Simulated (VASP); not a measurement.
# Ge2Bi2S (P-3m1) in VASP: a series of runs, part 2 of 2

VASP 6.6.1. The steps go on from the part before.

## 3. Single point, PBE

This run uses another cell than the first one, of 27.11 Å³/atom.

INCAR reads:

```
ALGO     = Normal         # electronic algorithm
EDIFF    = 1E-6           # SCF threshold, eV
ENCUT    = 520            # plane-wave cutoff, eV
GGA      = PE             # functional
ISIF     = 2              # what is computed and relaxed
ISMEAR   = 0              # smearing method
LASPH    = True           # aspherical terms in the spheres
LCHARG   = False          # write CHGCAR
LREAL    = False          # projectors in reciprocal space
LWAVE    = False          # write WAVECAR
NBANDS   = 40             # bands
NELM     = 80             # most SCF steps
PREC     = Accurate       # precision mode
SIGMA    = 0.1            # smearing width, eV
```

KPOINTS reads:

```
k-points
0
Gamma
  6 6 4
```

POSCAR reads:

```
Ge2Bi2S
1.0
    4.6453329900      0.0000000000      0.0000000000
   -2.3226665000      4.0229763800      0.0000000000
    0.0000000000      0.0000000000      7.2528097400
Ge Bi S
2 2 1
Direct
    0.3333333300      0.6666666700      0.6263959300
    0.6666666700      0.3333333300      0.3736040700
    0.3333333300      0.6666666700      0.1026519900
    0.6666666700      0.3333333300      0.8973480100
    0.0000000000      0.0000000000      0.0000000000
```

Potentials or basis: VASP PAW PBE potentials, release 64 (Ge_d, Bi_d, S).

Started as:

```
cat potpaw_PBE.64/Ge_d/POTCAR potpaw_PBE.64/Bi_d/POTCAR potpaw_PBE.64/S/POTCAR > POTCAR
mpirun -np 1 vasp_std > vasp.out
```

Run time: 55 s. Hardware: 1 thread of Intel Xeon 6975P-C (Granite Rapids), shared host; peak memory 0.31 GiB.

The run converged. Its results:

```yaml
Free_energy: -17.8235 eV
Pressure: 5.0 GPa
Largest_force: 2.410 eV/Å
Band_gap_on_the_k_mesh: zero (bands 32 and 33 overlap by 1.30 eV)
```

Forces in eV/Å, atoms in the order of the input:
```
Ge   0.000  0.000 -0.978
Ge   0.000  0.000  0.978
Bi   0.000  0.000  2.410
Bi   0.000  0.000 -2.410
S    0.000  0.000  0.000
```

Stress tensor (GPa, compression positive):
```
 8.70  0.00  0.00
 0.00  8.70  0.00
 0.00  0.00 -2.30
```

Levels at points of the mesh, in eV from the Fermi level:
| k point | band 28 | band 29 | band 30 | band 31 | band 32 | band 33 | band 34 | band 35 | band 36 | band 37 |
| --- | --- | --- | --- | --- | --- | --- | --- | --- | --- | --- |
| (0.00, 0.00, 0.00) | -2.74 | -2.74 | -2.42 | -0.34 | -0.30 | 0.36 | 0.63 | 0.63 | 1.44 | 1.44 |
| (0.50, 0.00, 0.00) | -3.64 | -2.25 | -0.66 | -0.64 | -0.41 | 0.20 | 2.14 | 2.48 | 2.94 | 2.98 |
| (0.00, 0.00, 0.50) | -3.00 | -2.64 | -2.64 | -1.09 | -0.56 | -0.10 | -0.10 | 1.98 | 1.98 | 2.68 |
| (0.50, 0.00, 0.50) | -2.37 | -2.37 | -1.24 | -1.12 | -0.92 | 0.65 | 1.25 | 1.87 | 1.88 | 2.44 |

Caveat: the stress differs along the axes, from -2 to 9 GPa; spin-orbit coupling is left out, which moves the levels of the heavy elements; forces of over 1 eV/Å act on the atoms, so gaps and moduli don't describe the material at rest.

## 4. Single point, PBE

This run uses another cell than the first one, of 25.24 Å³/atom.

INCAR reads:

```
PREC = Accurate
ENCUT = 520
EDIFF = 1E-6
ISMEAR = 0
SIGMA = 0.1
LREAL = F
LASPH = T
NELM = 100
ALGO = Normal
ISIF = 2
LWAVE = F
LCHARG = T
GGA = PE
LELF = T
LVHAR = T
NBANDS = 40
```

KPOINTS reads:

```
Automatic mesh
0
Gamma
  12 12 4
```

POSCAR reads:

```
Ge2Bi2S
1.0
    3.9420563091      0.0000000000      0.0000000000
   -1.9710281545      3.4139209068      0.0000000000
    0.0000000000      0.0000000000      9.3756077963
Ge Bi S
2 2 1
Direct
    0.3333333333      0.6666666667      0.5709162748
    0.6666666667      0.3333333333      0.4290837252
    0.3333333333      0.6666666667      0.2070665137
    0.6666666667      0.3333333333      0.7929334863
    0.0000000000      0.0000000000      0.0000000000
```

Started as:

```
cat potpaw_PBE.64/Ge_d/POTCAR potpaw_PBE.64/Bi_d/POTCAR potpaw_PBE.64/S/POTCAR > POTCAR
mpirun -np 1 vasp_std > vasp.out
```

Wall time 2.8 min (1 thread of Intel Xeon 6975P-C (Granite Rapids), shared host); peak memory 0.44 GiB.

It converged, with:

* Free energy: -20.3979 eV
* Pressure: 0.0 GPa
* Largest force: 0.004 eV/Å
* Band gap on the k mesh: zero (bands 32 and 33 overlap by 1.67 eV)

Forces in eV/Å, atoms in the order of the input:
```
Ge   0.000  0.000  0.001
Ge   0.000  0.000 -0.001
Bi   0.000  0.000 -0.004
Bi   0.000  0.000  0.004
S    0.000  0.000  0.000
```

Levels at points of the mesh, in eV from the Fermi level:
```csv
k point,band 30,band 31,band 32,band 33,band 34,band 35
"(0.00, 0.00, 0.00)",-0.37,-0.37,1.02,1.96,1.96,1.99
"(0.50, 0.00, 0.00)",-2.02,-1.93,-1.72,-0.26,0.89,1.71
"(0.00, 0.00, 0.50)",-0.24,-0.09,0.61,1.17,1.17,2.93
"(0.50, 0.00, 0.50)",-2.11,-1.81,-0.34,0.17,1.01,1.19
```

Caveat: spin-orbit coupling is left out, which moves the levels of the heavy elements.

## 5. Relaxation of cell and atoms, PBE

This run uses another cell than the first one, of 27.11 Å³/atom.

INCAR reads:

```
  PREC = Accurate
  ENCUT = 600
  EDIFF = 1E-6
  ISMEAR = 0
  SIGMA = 0.1
  LREAL = False
  LASPH = True
  NELM = 60
  ALGO = Normal
  ISIF = 3
  LWAVE = False
  LCHARG = False
  GGA = PE
  IBRION = 2
  NSW = 90
  EDIFFG = -0.04
```

KPOINTS reads:

```
regular mesh
0
Gamma
  6 6 4
```

POSCAR reads:

```
Ge2Bi2S
1.0
    4.6453329900      0.0000000000      0.0000000000
   -2.3226665000      4.0229763800      0.0000000000
    0.0000000000      0.0000000000      7.2528097400
Ge Bi S
2 2 1
Direct
    0.3333333300      0.6666666700      0.6263959300
    0.6666666700      0.3333333300      0.3736040700
    0.3333333300      0.6666666700      0.1026519900
    0.6666666700      0.3333333300      0.8973480100
    0.0000000000      0.0000000000      0.0000000000
```

Started as:

```
cat potpaw_PBE.64/Ge_d/POTCAR potpaw_PBE.64/Bi_d/POTCAR potpaw_PBE.64/S/POTCAR > POTCAR
mpirun -np 1 vasp_std > vasp.out
```

It took 31 min on 1 thread of Intel Xeon 6975P-C (Granite Rapids), shared host; peak memory 0.42 GiB.

The run converged. Its results:

| Item | Value |
| --- | --- |
| Free energy | -20.4079 eV |
| Relaxed volume | 25.30 Å³/atom |
| Relaxed cell | a = 3.964 Å, b = 3.964 Å, c = 9.297 Å, α = 90.00°, β = 90.00°, γ = 120.00° |
| Space group after relaxing (to 0.1 Å) | P-3m1 (No. 164) |
| Energy gained by relaxing | 516.8 meV/atom |
| Ionic steps | 44 |
| Pressure after relaxing | -0.1 GPa |
| Largest force after relaxing | 0.036 eV/Å |
| Band gap on the k mesh | zero (bands 32 and 33 overlap by 1.50 eV) |

Forces on the atoms (eV/Å):
```
Ge   0.000  0.000 -0.036
Ge   0.000  0.000  0.036
Bi   0.000  0.000 -0.004
Bi   0.000  0.000  0.004
S    0.000  0.000  0.000
```

Step by step:
| step | energy change (eV) | largest force (eV/Å) | pressure (GPa) | volume (Å³) |
| --- | --- | --- | --- | --- |
| 1 | 0.0000 | 2.4097 | 5.07 | 135.54 |
| 3 | -0.8026 | 0.8401 | -3.86 | 153.56 |
| 5 | -1.2374 | 0.6766 | 5.39 | 126.30 |
| 7 | -1.5296 | 0.5834 | 1.45 | 132.45 |
| 9 | -1.5361 | 0.6727 | 1.03 | 133.39 |
| 11 | -1.6181 | 0.2743 | 0.76 | 134.72 |
| 13 | -1.8737 | 0.1598 | -1.99 | 141.99 |
| 15 | -2.0214 | 0.0551 | -3.58 | 149.57 |
| 17 | -2.1931 | 0.9691 | -1.49 | 140.56 |
| 19 | -2.2609 | 0.7045 | -1.33 | 139.36 |
| 21 | -2.3549 | 0.3846 | 1.27 | 130.74 |
| 23 | -2.3936 | 0.1722 | -0.09 | 132.31 |
| 25 | -2.3989 | 0.1570 | -0.14 | 132.05 |
| 27 | -2.4438 | 0.1748 | 0.54 | 129.05 |
| 29 | -2.4940 | 0.4971 | 1.76 | 124.72 |
| 31 | -2.5011 | 0.5256 | 1.70 | 124.46 |
| 33 | -2.5088 | 0.5512 | 1.61 | 124.29 |
| 35 | -2.5420 | 0.4420 | 0.52 | 126.07 |
| 37 | -2.5599 | 0.2962 | -0.86 | 128.71 |
| 39 | -2.5775 | 0.1780 | -0.42 | 127.35 |
| 41 | -2.5834 | 0.0528 | 0.14 | 126.00 |
| 43 | -2.5837 | 0.0421 | 0.07 | 126.18 |
| 44 | -2.5839 | 0.0360 | -0.15 | 126.52 |

Final structure:
```yaml
crystal:
  lattice:
    - [3.96409, 0.00000, 0.00000]
    - [-1.98204, 3.43300, 0.00000]
    - [0.00000, 0.00000, 9.29731]
  atoms:
    - { symbol: Ge, position: [0.33333, 0.66667, 0.57280] }
    - { symbol: Ge, position: [0.66667, 0.33333, 0.42720] }
    - { symbol: Bi, position: [0.33333, 0.66667, 0.20950] }
    - { symbol: Bi, position: [0.66667, 0.33333, 0.79050] }
    - { symbol: S, position: [0.00000, 0.00000, 0.00000] }
```

Levels at points of the mesh, in eV from the Fermi level:
```tsv
k point	band 29	band 30	band 31	band 32	band 33	band 34	band 35	band 36
(0.00, 0.00, 0.00)	-0.63	-0.43	-0.43	0.98	1.84	1.84	2.02	2.02
(0.50, 0.00, 0.00)	-3.31	-1.98	-1.84	-1.70	-0.33	0.91	1.76	2.71
(0.00, 0.00, 0.50)	-0.29	-0.29	-0.16	0.63	1.10	1.10	2.94	3.06
(0.50, 0.00, 0.50)	-3.20	-2.15	-1.73	-0.25	0.20	0.92	1.29	1.67
```

Caveat: a cell axis changed by over 15 % at a fixed basis, so the end point is rough; spin-orbit coupling is left out, which moves the levels of the heavy elements.

## 6. Overview

| task | cell | k mesh | cutoff (eV) | gap on the mesh (eV) | pressure (GPa) | largest force (eV/Å) |
| --- | --- | --- | --- | --- | --- | --- |
| single point | a = 3.956, b = 3.956, c = 9.328 Å, angles 90.0, 90.0, 120.0°, 5 atoms, atomic positions A | 6 × 6 × 4 | 520 | none | -0.2 | 0.03 |
| single point | a = 4.645, b = 4.645, c = 7.253 Å, angles 90.0, 90.0, 120.0°, 5 atoms, atomic positions B | 6 × 6 × 4 | 520 | none | 5.0 | 2.41 |
| single point | a = 3.942, b = 3.942, c = 9.376 Å, angles 90.0, 90.0, 120.0°, 5 atoms, atomic positions C | 12 × 12 × 4 | 520 | none | 0.0 | - |
| relaxation of cell and atoms | relaxed from a = 4.645, b = 4.645, c = 7.253 Å, angles 90.0, 90.0, 120.0°, 5 atoms, atomic positions B | 6 × 6 × 4 | 600 | none | -0.1 | 0.04 |

Alike in all rows: level PBE; potentials or basis VASP PAW PBE potentials, release 64 (Ge_d, Bi_d, S); no spin polarisation; smearing gaussian 0.1 eV.

Caveats: spin-orbit coupling is left out, which moves the levels of the heavy elements; the stress differs along the axes, from -2 to 9 GPa (at least some runs); forces of over 1 eV/Å act on the atoms, so gaps and moduli don't describe the material at rest (at least some runs); a cell axis changed by over 15 % at a fixed basis, so the end point is rough (at least some runs).

Absolute energies hang on the potentials; compare differences alone.
